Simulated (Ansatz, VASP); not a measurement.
**BiTe in VASP and in Ansatz**

```xyz
2
Lattice="0.0000 3.2260 3.2260 3.2260 0.0000 3.2260 3.2260 3.2260 0.0000" Properties=species:S:1:pos:R:3 pbc="T T T"
Bi    0.0000    0.0000    0.0000
Te    3.2260    3.2260    3.2260
```

Change from the starting cell: volume scaled by 0.975, PAW files.

Alike in both runs: task electric field gradients; functional r2SCAN; k mesh 10 × 10 × 10; occupations fermi-dirac, width 0.05 eV; no spin polarisation.

```csv
,VASP,Ansatz
version,VASP 6.6.1,Ansatz 0.2.0
potentials or method,"VASP PAW PBE potentials, release 64 (Bi_d, Te)","PAW with Ansatz's default frozen-core files, scalar-relativistic"
plane-wave cutoff (eV),520,500
valence electrons in the cell,21,31
```

|  | VASP | Ansatz | Ansatz less VASP |
| --- | --- | --- | --- |
| pressure (GPa) | 0.4 | 0.4 | +0.03 |

VASP's potentials were made for PBE, not for r2SCAN. With one functional, cell and mesh, what is left measures potentials, basis and numerics. VASP's potentials hold 21 valence electrons a cell and Ansatz's 31, so a difference there can come from the potentials and not from the codes.

Neither program's run includes spin-orbit coupling.
